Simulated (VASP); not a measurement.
TiGeRu4, 6 atoms in the cell. The structure is tetragonal, space group P4/mmm (No. 123). Conventional cell: a = 3.014 Å, b = 3.014 Å, c = 9.423 Å, α = 90.00°, β = 90.00°, γ = 90.00°. Ti (site symmetry 4/mmm) has 10 Ru at 2.61 to 3.27 Å and 4 Ti at 3.01 Å within 3.4 Å. Within 3.4 Å of Ge (site symmetry 4/mmm) lie 10 Ru at 2.57 to 3.21 Å and 4 Ge at 3.01 Å. Ru (site symmetry 4mm) has 4 Ti at 2.61 Å and 9 Ru at 2.77 to 3.01 Å and 1 Ge at 3.21 Å within 3.4 Å. Ru (site symmetry 4mm) has 4 Ge at 2.57 Å and 9 Ru at 2.77 to 3.01 Å and 1 Ti at 3.27 Å within 3.4 Å. 

* Program: VASP 6.6.1
* Task: relaxation of cell and atoms
* Functional: PBE
* Potentials or basis: VASP PAW PBE potentials, release 64 (Ti_sv, Ge_d, Ru_pv)
* Cutoff: 600 eV
* k mesh: 10 × 10 × 4
* Occupations: gaussian, width 0.1 eV
* Spin: no spin polarisation
* Dipole correction: no
* Further INCAR settings: ALGO = Fast; EDIFF = 1e-06; IBRION = 2; EDIFFG = -0.01; NSW = 100; ISIF = 3

Potentials or basis: VASP PAW PBE potentials, release 64 (Ti_sv, Ge_d, Ru_pv).

Run with:

```console
$ cat potpaw_PBE.64/Ti_sv/POTCAR potpaw_PBE.64/Ge_d/POTCAR potpaw_PBE.64/Ru_pv/POTCAR > POTCAR
$ mpirun -np 1 vasp_std > vasp.out
```

Hardware: 1 thread of Intel(R) Xeon(R) 6975P-C (Granite Rapids), with other jobs on the host.

Question: How long does it take, and how much memory?

Answer: It took 24 min on 1 thread of Intel(R) Xeon(R) 6975P-C (Granite Rapids), on a shared host, peak memory 0.42 GiB. Counts: scf iterations 126, k points 63, ion steps 9.
